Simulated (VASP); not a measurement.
Set up this calculation in VASP 6.6.1, as the native input.

| Property | Result |
| --- | --- |
| Task | single point |
| Functional | PBE |
| Potentials or basis | VASP PAW PBE potentials, release 64 (Na_pv) |
| Cutoff | 520 eV |
| k mesh | 10 × 10 × 8 |
| Occupations | gaussian, width 0.1 eV |
| Spin | no spin polarisation |
| Dipole correction | no |
| Further INCAR settings | ALGO = Fast; EDIFF = 1e-06; NBANDS = 22 |

The structure of Na lies in POSCAR:

```
Na
1.0
    3.0429008267     -6.4873838041      0.0000000000
    3.0429008267      6.4873838041      0.0000000000
    0.0000000000      0.0000000000      3.8326994758
Na
4
Direct
    0.1318375417      0.8681624583      0.0000012953
    0.6318375417      0.3681624583      0.4999987047
    0.8681624583      0.1318375417      0.9999987047
    0.3681624583      0.6318375417      0.5000012953
```

One way to write it, as run:

INCAR

```
SYSTEM = Na
ALGO = Fast
EDIFF = 1E-6
ENCUT = 520
GGA = PE
ISIF = 2
ISMEAR = 0
LASPH = .TRUE.
LCHARG = .TRUE.
LELF = .TRUE.
LREAL = .FALSE.
LVHAR = .TRUE.
LWAVE = .FALSE.
NBANDS = 22
NELM = 60
PREC = Accurate
SIGMA = 0.1
```

KPOINTS

```
k-points
0
G
  10 10 8
  0 0 0
```

Potentials or basis: VASP PAW PBE potentials, release 64 (Na_pv).

Run with:

```sh
$ cat potpaw_PBE.64/Na_pv/POTCAR > POTCAR
$ mpirun -np 1 vasp_std > vasp.out
```

It gave:

```json
{
 "Pressure": "0.2 GPa",
 "Band gap on the k mesh": "zero (band 14 reaches 1.17 eV, above the bottom of band 15 at -1.27 eV)"
}
```

Wall time 4.7 min on 1 thread of Intel(R) Xeon(R) 6975P-C (Granite Rapids), with other jobs on the host, peak memory 0.51 GiB.
